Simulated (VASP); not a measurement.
Wanted: the native input for a VASP 6.6.1 run.

```yaml
Task: single point
Functional: r2SCAN
Potentials_or_basis: VASP PAW PBE potentials, release 64 (Si, O)
Cutoff: 520 eV
k_mesh: 6 × 6 × 4
Occupations: gaussian, width 0.02 eV
Spin: no spin polarisation
Dipole_correction: no
Further_INCAR_settings: ALGO = Normal; EDIFF = 1e-07; NBANDS = 44
```

Crystal: SiO2.

```
CELL_PARAMETERS angstrom
5.18716 0.00000 0.00000
-2.59358 4.49221 0.00000
0.00000 0.00000 8.51459
ATOMIC_POSITIONS crystal
Si 0.66667 0.33333 0.93819
Si 0.66667 0.33333 0.56181
Si 0.33333 0.66667 0.06181
Si 0.33333 0.66667 0.43819
O 0.00000 0.44712 0.00000
O 0.44712 0.44712 0.50000
O 0.55288 0.00000 0.50000
O 0.55288 0.55288 0.00000
O 0.00000 0.55288 0.50000
O 0.66667 0.33333 0.75000
O 0.33333 0.66667 0.25000
O 0.44712 0.00000 0.00000
```

One way to write it, as run:

POSCAR

```
SiO2
1.0
    5.1871576969      0.0000000000      0.0000000000
   -2.5935788484      4.4922103389      0.0000000000
    0.0000000000      0.0000000000      8.5145919266
Si O
4 8
Direct
    0.6666666667      0.3333333333      0.9381886111
    0.6666666667      0.3333333333      0.5618113889
    0.3333333333      0.6666666667      0.0618113889
    0.3333333333      0.6666666667      0.4381886111
    0.0000000000      0.4471219149      0.0000000000
    0.4471219149      0.4471219149      0.5000000000
    0.5528780851      0.0000000000      0.5000000000
    0.5528780851      0.5528780851      0.0000000000
    0.0000000000      0.5528780851      0.5000000000
    0.6666666667      0.3333333333      0.7500000000
    0.3333333333      0.6666666667      0.2500000000
    0.4471219149      0.0000000000      0.0000000000
```

INCAR.step1

```
PREC = Accurate
ENCUT = 520
ISMEAR = 0
SIGMA = 0.02
LREAL = False
LASPH = True
NELM = 80
NBANDS = 44
GGA = PE
ALGO = Normal
EDIFF = 1E-4
LWAVE = True
LCHARG = False
```

INCAR.step2

```
PREC = Accurate
ENCUT = 520
EDIFF = 1E-7
ISMEAR = 0
SIGMA = 0.02
LREAL = False
LASPH = True
NELM = 80
ALGO = Normal
ISIF = 2
LWAVE = False
LCHARG = False
METAGGA = R2SCAN
LMIXTAU = True
NBANDS = 44
ISTART = 1
```

KPOINTS

```
regular mesh
0
Gamma
  6 6 4
```

Potentials or basis: VASP PAW PBE potentials, release 64 (Si, O).

Run with:

```sh
$ cat potpaw_PBE.64/Si/POTCAR potpaw_PBE.64/O/POTCAR > POTCAR
$ cp INCAR.step1 INCAR
$ mpirun -np 1 vasp_std > vasp.out
$ cp INCAR.step2 INCAR
$ mpirun -np 1 vasp_std > vasp.out
```

Results of the run:

* Pressure: -1.0 GPa
* Largest force: 0.006 eV/Å
* Band gap on the k mesh: 6.10 eV, indirect (least direct gap 6.11 eV)

Caveat: the PAW data sets were made with another functional, which shifts forces and pressure a little.

Wall time 16 min on 1 thread of Intel(R) Xeon(R) Platinum 8175M CPU @ 2.50GHz (Skylake/Cascade Lake), on a shared host, peak memory 0.41 GiB.
